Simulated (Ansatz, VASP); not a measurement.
# CdF2: VASP beside Ansatz

```xyz
6
Lattice="5.2014 0.0000 0.0000 0.0000 5.2014 0.0000 0.0000 0.0000 3.5514" Properties=species:S:1:pos:R:3 pbc="T T T"
Cd    0.0000    0.0000    0.0000
Cd    2.6007    2.6007    1.7757
F     1.5957    1.5957    0.0000
F     1.0050    4.1964    1.7757
F     3.6057    3.6057    0.0000
F     4.1964    1.0050    1.7757
```

Change from the starting cell: species swapped into the MnO2 type (P4_2/mnm, No. 136).

Alike in both runs: functional PBE; k mesh 6 × 6 × 6; occupations gaussian, width 0.02 eV; no spin polarisation.

Ansatz relaxed the structure, and its values are those at the end. VASP's run is a single point on that final structure, the one shown.

|  | VASP | Ansatz |
| --- | --- | --- |
| version | VASP 6.6.1 | Ansatz 0.2.0 |
| potentials or method | VASP PAW PBE potentials, release 64 (Cd, F), cutoff 520 eV | scalar-relativistic, plane waves, PAW |
| valence electrons in the cell | 52 | 68 |

|  | VASP | Ansatz | Ansatz less VASP |
| --- | --- | --- | --- |
| gap on the k mesh at the Fermi level (eV) | 2.89 | 2.92 | +0.028 |
| least direct gap on the mesh (eV) | 2.89 | 2.92 | +0.028 |
| pressure (GPa) | 0.6 | 0.0 | -0.60 |
| rms of the force components (eV/Å) | 0.005 | 0.000 | -0.0051 |

VASP's potentials hold 52 valence electrons a cell and Ansatz's 68, so a difference there can come from the potentials and not from the codes.
